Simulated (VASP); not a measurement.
# AgH8O4F: single point with PBE+D3(BJ)

AgH8O4F:

```xyz
14
Lattice="5.4737 0.0000 0.0000 0.0000 5.4737 0.0000 0.0000 0.0000 5.4737" Properties=species:S:1:pos:R:3 pbc="T T T"
O     4.1292    3.7199    1.0022
O     2.6719    1.4112    3.6563
O     2.2490    5.4834    1.1800
O     4.8369    0.2905    4.8380
H     4.8590    3.1362    1.2818
H     3.3167    3.4059    1.4187
H     1.8998    1.9833    3.2733
H     2.3406    1.2270    4.5521
H     2.4324    5.9044    2.0665
H     1.3792    5.8391    0.9250
H     4.1911    0.9156    4.4038
H     4.3566   -0.1447    5.5859
Ag    0.3587    4.3470    3.4459
F     1.0133    2.6526    2.4188
```

```
Program                : VASP 6.6.1
Task                   : single point
Functional             : PBE
Dispersion             : D3(BJ)
Potentials or basis    : VASP PAW PBE potentials, release 64 (O, H, Ag_sv_GW, F)
Cutoff                 : 520 eV
k mesh                 : 1 × 1 × 1
Occupations            : fermi-dirac, width 0.02 eV
Spin                   : no spin polarisation
Dipole correction      : no
Further INCAR settings : ALGO = Normal; EDIFF = 1e-06; NBANDS = 42
```

```json
{
 "Pressure": "-0.9 GPa",
 "Largest force": "0.851 eV/Å",
 "Dispersion energy per atom": "-0.050 eV"
}
```

Forces in eV/Å, atoms in the order of the input:
```
O    0.723  0.087 -0.198
O   -0.327  0.075  0.255
O   -0.234  0.407  0.320
O    0.240  0.365 -0.184
H    0.052 -0.194  0.118
H   -0.405  0.001  0.164
H    0.572 -0.008 -0.385
H    0.019 -0.264  0.276
H   -0.030 -0.193 -0.389
H   -0.125  0.022  0.039
H    0.335 -0.381 -0.024
H   -0.010 -0.455 -0.237
Ag  -0.519  0.350  0.577
F   -0.291  0.190 -0.334
```

Stress tensor (GPa, compression positive):
```
-1.40 -0.59  0.13
-0.59  0.34 -1.03
 0.13 -1.03 -1.67
```

Levels at points of the mesh, in eV from the Fermi level:
```tsv
k point	band 25	band 26	band 27	band 28	band 29	band 30	band 31	band 32	band 33	band 34
(0.00, 0.00, 0.00)	-1.49	-1.38	-1.20	-0.98	-0.51	2.61	6.58	6.78	7.00	8.38
```

Wall time 13 s on 1 thread of Intel(R) Xeon(R) Platinum 8488C (Sapphire Rapids), on a shared host, peak memory 0.26 GiB.

Caveat: the k points lie up to 1.15 Å⁻¹ apart, too coarse for converged energies, forces and pressures.
